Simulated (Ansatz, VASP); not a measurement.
**Two plane-wave programs on AlN**

```
CELL_PARAMETERS angstrom
3.08864 0.00000 0.00000
-1.54432 2.67484 0.00000
0.00000 0.00000 4.94308
ATOMIC_POSITIONS crystal
Al 0.66667 0.33333 0.49901
Al 0.33333 0.66667 0.99901
N 0.66667 0.33333 0.88099
N 0.33333 0.66667 0.38099
```

Alike in both runs: task relaxation of cell and atoms; functional LDA; k mesh 12 × 12 × 4; no spin polarisation.

|  | VASP | Ansatz |
| --- | --- | --- |
| version | VASP 6.6.1 | Ansatz 0.2.0 |
| potentials or method | VASP PAW LDA potentials, release 64 (Al, N), cutoff 600 eV | scalar-relativistic, plane waves, PAW |
| occupations | gaussian, width 0.01 eV | fixed |
| valence electrons in the cell | 16 | 16 |

|  | VASP | Ansatz | Ansatz less VASP |
| --- | --- | --- | --- |
| gap on the k mesh at the Fermi level, each at its own relaxed structure (eV) | 4.40 | 4.42 | +0.015 |
| relaxed volume (Å³/atom) | 10.24 | 10.21 | -0.027 |
| relaxed cell length with the largest relative difference (Å) | 4.948 | 4.943 | -0.0045 |

Ansatz warns that its potentials were made for another functional, while VASP's fit it. LDA's correlation is that of Perdew and Zunger in VASP and of Perdew and Wang (1992) in Ansatz.
